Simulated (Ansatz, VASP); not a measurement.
Te: VASP beside Ansatz

The input INCAR:

```
PREC = Accurate
ENCUT = 520
EDIFF = 1E-8
ISMEAR = -1
SIGMA = 0.05
LREAL = F
LASPH = T
NELM = 60
ALGO = Normal
ISIF = 2
LWAVE = F
LCHARG = F
GGA = PS
LEFG = T
NBANDS = 13
```

File KPOINTS:

```
regular mesh
0
Gamma
  8 8 8
```

POSCAR

```
Te
1.0
    0.0000000000      3.3095529740      3.3095529740
    3.3095529740      0.0000000000      3.3095529740
    3.3095529740      3.3095529740      0.0000000000
Te
2
Direct
   -0.2150000000     -0.0950000000     -0.0950000000
    0.2150000000      0.0950000000      0.0950000000
```

Input for Ansatz:

```yaml
crystal:
  lattice:
    - [0.0, 3.309552974, 3.309552974]
    - [3.309552974, 0.0, 3.309552974]
    - [3.309552974, 3.309552974, 0.0]
  atoms:
    - { symbol: Te, position: [-0.215, -0.095, -0.095] }
    - { symbol: Te, position: [0.215, 0.095, 0.095] }
kpoints:
  mp_grid: { grid: [8, 8, 8] }
scf:
  occupations: { method: fermi_dirac, width: 0.05 }
hamiltonian:
  xc: pbesol
  pseudopotentials: { kind: paw }
output:
  forces: true
  stress: true
  eigenvalues: true
  efg: { contact_densities: true }
  populations: true
  write_density: true
  write_potential: true
  elf: true
  volumetric_format: npy
```

Change from the starting cell: shortest bond scaled by 0.76, PAW files.

Alike in both runs: task electric field gradients; functional PBEsol; k mesh 8 × 8 × 8; occupations fermi-dirac, width 0.05 eV; no spin polarisation.

```csv
,VASP,Ansatz
version,VASP 6.6.1,Ansatz 0.2.0
potentials or method,"VASP PAW PBE potentials, release 64 (Te)","PAW with Ansatz's default frozen-core files, scalar-relativistic"
plane-wave cutoff (eV),520,420
valence electrons in the cell,12,32
```

Ansatz gave:

- pressure (GPa): 25.7
- traceless stress, the component that is largest in VASP (GPa): -20.97
- rms of the force components (eV/Å): 7.219
- size of Vzz on the site where it differs most (V/Å²): 44.6

Task: What did VASP give for the same quantities?

Result: Pressure (GPa): 26.4; traceless stress, the component that is largest in VASP (GPa): -21.69; rms of the force components (eV/Å): 7.473; size of Vzz on the site where it differs most (V/Å²): 9.5.

VASP's potentials were made for PBE, not for PBEsol. Atom by atom the forces differ by 0.254 eV/Å (rms over components). One of these differences is far larger than is usual between the two programs; its cause wasn't traced. With one functional, cell and mesh, what is left measures potentials, basis and numerics. VASP's potentials hold 12 valence electrons a cell and Ansatz's 32, so a difference there can come from the potentials and not from the codes.

Spin-orbit coupling is off throughout.
